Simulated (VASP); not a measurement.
Write the native input for VASP 6.6.1 that does the following.

```yaml
Task: single point
Functional: PBE
Potentials_or_basis: VASP PAW PBE potentials, release 64 (I)
Cutoff: 520 eV
k_mesh: 7 × 7 × 3
Occupations: fermi-dirac, width 0.05 eV
Spin: no spin polarisation
Dipole_correction: no
Further_INCAR_settings: ALGO = Normal; EDIFF = 1e-06; NBANDS = 22
```

The structure of I lies in POSCAR:

```
I
1.0
    3.6828698935     -2.4265370353      0.0000000000
    3.6828698935      2.4265370353      0.0000000000
    0.0000000000      0.0000000000      9.9223158317
I
4
Direct
    0.6493000000      0.3507000000      0.3844000000
    0.1493000000      0.8507000000      0.1156000000
    0.3507000000      0.6493000000      0.6156000000
    0.8507000000      0.1493000000      0.8844000000
```

The input as run:

INCAR

```
  PREC = Accurate
  ENCUT = 520
  EDIFF = 1E-6
  ISMEAR = -1
  SIGMA = 0.05
  LREAL = F
  LASPH = T
  NELM = 100
  ALGO = Normal
  ISIF = 2
  LWAVE = F
  LCHARG = F
  GGA = PE
  NBANDS = 22
```

KPOINTS

```
regular mesh
0
Gamma
  7 7 3
```

Potentials or basis: VASP PAW PBE potentials, release 64 (I).

Launch:

```sh
$ cat potpaw_PBE.64/I/POTCAR > POTCAR
$ mpirun -np 1 vasp_std > vasp.out
```

Results of the run:

| Quantity | Value |
| --- | --- |
| Pressure | 0.7 GPa |
| Largest force | 0.513 eV/Å |
| Band gap on the k mesh | 1.25 eV, indirect (least direct gap 1.31 eV) |

Caveat: spin-orbit coupling is left out, which moves the levels of the heavy elements.

It took 76 s on 1 thread of AMD EPYC 9R14 (Zen 4) (shared host), peak memory 0.3 GiB.
